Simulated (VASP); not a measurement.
Wanted: the native input for a VASP 6.6.1 run.

- Task: single point
- Functional: PBE
- Potentials or basis: VASP PAW PBE potentials, release 64 (Si, C)
- Cutoff: 520 eV
- k mesh: 10 × 10 × 10
- Occupations: gaussian, width 0.02 eV
- Spin: no spin polarisation
- Dipole correction: no
- Further INCAR settings: ALGO = Normal; EDIFF = 1e-06; NBANDS = 11

The structure of SiC lies in POSCAR:

```
SiC
1.0
    0.0000000000      2.1898629705      2.1898629705
    2.1898629705      0.0000000000      2.1898629705
    2.1898629705      2.1898629705      0.0000000000
Si C
1 1
Direct
    0.7500000000      0.7500000000      0.7500000000
    0.0000000000      0.0000000000      0.0000000000
```

One way to write it, as run:

INCAR

```
  PREC = Accurate
  ENCUT = 520
  EDIFF = 1E-6
  ISMEAR = 0
  SIGMA = 0.02
  LREAL = False
  LASPH = True
  NELM = 100
  ALGO = Normal
  ISIF = 2
  LWAVE = False
  LCHARG = False
  GGA = PE
  NBANDS = 11
```

KPOINTS

```
Automatic mesh
0
Gamma
  10 10 10
```

Potentials or basis: VASP PAW PBE potentials, release 64 (Si, C).

Launch:

```sh
$ cat potpaw_PBE.64/Si/POTCAR potpaw_PBE.64/C/POTCAR > POTCAR
$ mpirun -np 1 vasp_std > vasp.out
```

Results of the run:

```yaml
Pressure: 0.0 GPa
Band_gap_on_the_k_mesh: 1.37 eV (least direct gap 4.53 eV)
```

Wall time 10 s on 1 thread of Intel Xeon 8259CL, on a shared host, peak memory 0.14 GiB.
